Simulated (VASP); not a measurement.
A run of VASP 6.6.1:

INCAR

```
PREC = Accurate
ENCUT = 600
EDIFF = 1E-6
ISMEAR = 0
SIGMA = 0.1
LREAL = F
LASPH = T
NELM = 60
ALGO = Normal
ISIF = 4
LWAVE = F
LCHARG = F
GGA = PE
IBRION = 2
NSW = 50
EDIFFG = -0.01
```

Contents of KPOINTS:

```
Automatic mesh
0
Gamma
  12 12 4
```

POSCAR

```
W2Se
1.0
    3.0550230618      0.0000000000      0.0000000000
   -1.5275115309      2.6457275806      0.0000000000
    0.0000000000      0.0000000000     12.4902215312
W Se
4 2
Direct
    0.0000000000      0.0000000000      0.5818397211
    0.0000000000      0.0000000000      0.0818397211
    0.3333333333      0.6666666667      0.7320094320
    0.6666666667      0.3333333333      0.2320094320
    0.0000000000      0.0000000000      0.3799954169
    0.0000000000      0.0000000000      0.8799954169
```

Potentials or basis: VASP PAW PBE potentials, release 64 (W_sv, Se).

Launch:

```sh
$ cat potpaw_PBE.64/W_sv/POTCAR potpaw_PBE.64/Se/POTCAR > POTCAR
$ mpirun -np 1 vasp_std > vasp.out
```

Hardware: 1 thread of Oxide Virtual Turin-like Processor, on a shared host.

**Question.** How long does it take, and how much memory?

**Answer.** Run time: 39 min on 1 thread of Oxide Virtual Turin-like Processor, on a shared host, peak memory 0.36 GiB. Counts: scf iterations 142, k points 57, ion steps 17.
